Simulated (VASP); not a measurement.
## InP: single point with r2SCAN

Crystal: InP.

```
In P
1.0
     0.00000    2.95379    2.95379
     2.95379    0.00000    2.95379
     2.95379    2.95379    0.00000
In P
1 1
Direct
  0.00000 0.00000 0.00000
  0.25000 0.25000 0.25000
```

| Quantity | Value |
| --- | --- |
| Program | VASP 6.6.1 |
| Task | single point |
| Functional | r2SCAN |
| Potentials or basis | VASP PAW PBE potentials, release 64 (In_d, P) |
| Cutoff | 520 eV |
| k mesh | 6 × 6 × 6 |
| Occupations | gaussian, width 0.01 eV |
| Spin | no spin polarisation |

* Pressure: -0.1 GPa
* Band gap on the k mesh: 1.03 eV, direct

Levels at points of the mesh, in eV from the valence-band top:
```csv
k point,band 6,band 7,band 8,band 9,band 10,band 11,band 12,band 13
"(0.00, 0.00, 0.00)",-11.84,0.00,0.00,0.00,1.03,4.44,4.44,4.44
"(0.50, 0.00, 0.00)",-10.11,-5.75,-0.97,-0.97,1.80,5.15,5.15,7.49
"(0.50, 0.50, 0.00)",-9.46,-5.77,-2.33,-2.33,2.04,2.54,9.72,10.15
```

Wall time 90 s on 1 thread of AMD EPYC 7R13 (shared host), peak memory 0.15 GiB.

Caveat: the PAW data sets were made with another functional, which shifts forces and pressure a little; spin-orbit coupling is left out, which moves the levels of the heavy elements. r2SCAN opens gaps a little over a GGA but as a rule still falls short of measured ones.
